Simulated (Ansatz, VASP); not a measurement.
# B5P in VASP and in Ansatz

File INCAR:

```
PREC = Accurate
ENCUT = 500
EDIFF = 1E-7
ISMEAR = 0
SIGMA = 0.2
LREAL = F
LASPH = T
NELM = 120
ALGO = Normal
ISIF = 3
LWAVE = F
LCHARG = F
GGA = PE
IBRION = 2
NSW = 36
EDIFFG = -0.08
GGA_COMPAT = F
NELMIN = 4
```

Contents of KPOINTS:

```
regular mesh
0
Gamma
  6 6 3
```

The input POSCAR:

```
B5P
1.0
    3.3240249500      0.0000000000      0.0000000000
   -1.6620124800      2.8786900500      0.0000000000
    0.0000000000      0.0000000000      6.1888788600
B P
5 1
Direct
    0.3333333300      0.6666666700      0.7023413500
    0.3333333300      0.6666666700      0.2976586500
    0.6666666700      0.3333333300      0.2976586500
    0.6666666700      0.3333333300      0.7023413500
    0.0000000000      0.0000000000      0.5000000000
    0.0000000000      0.0000000000      0.0000000000
```

Input for Ansatz:

```yaml
crystal:
  lattice:
    - [3.32402495, 0.0, 0.0]
    - [-1.66201248, 2.87869005, 0.0]
    - [0.0, 0.0, 6.18887886]
  atoms:
    - { symbol: B, position: [0.33333333, 0.66666667, 0.70234135] }
    - { symbol: B, position: [0.33333333, 0.66666667, 0.29765865] }
    - { symbol: B, position: [0.66666667, 0.33333333, 0.29765865] }
    - { symbol: B, position: [0.66666667, 0.33333333, 0.70234135] }
    - { symbol: B, position: [0.0, 0.0, 0.5] }
    - { symbol: P, position: [0.0, 0.0, 0.0] }
basis:
  ecutwfc: 420
kpoints:
  mp_grid: { grid: [6, 6, 3] }
hamiltonian:
  xc: pbe
scf:
  occupations: { method: gaussian, width: 0.2 }
  lower_state_search: "off"
output:
  forces: true
  stress: true
  eigenvalues: true
relax:
  adjacent_minimum: "off"
  f_tol: 0.08
  max_steps: 16
  cell: { stress_tol: 0.8 }
```

Alike in both runs: task relaxation of cell and atoms; functional PBE; k mesh 6 × 6 × 3; occupations gaussian, width 0.2 eV; no spin polarisation.

|  | VASP | Ansatz |
| --- | --- | --- |
| version | VASP 6.6.1 | Ansatz 0.2.0 |
| potentials or method | VASP PAW PBE potentials, release 64 (B, P), cutoff 500 eV | scalar-relativistic, plane waves, PAW |
| valence electrons in the cell | 20 | 20 |

```tsv
	VASP	Ansatz	Ansatz less VASP
gap on the k mesh at the Fermi level, each at its own relaxed structure (eV)	none	none	-
relaxed volume (Å³/atom)	8.39	8.39	-0.002
relaxed cell length with the largest relative difference (Å)	2.893	2.893	-0.0007
```

A gap of «none» marks a metal or a gap that the smearing closes.

The k mesh is coarse, so the values compare programs but aren't converged.
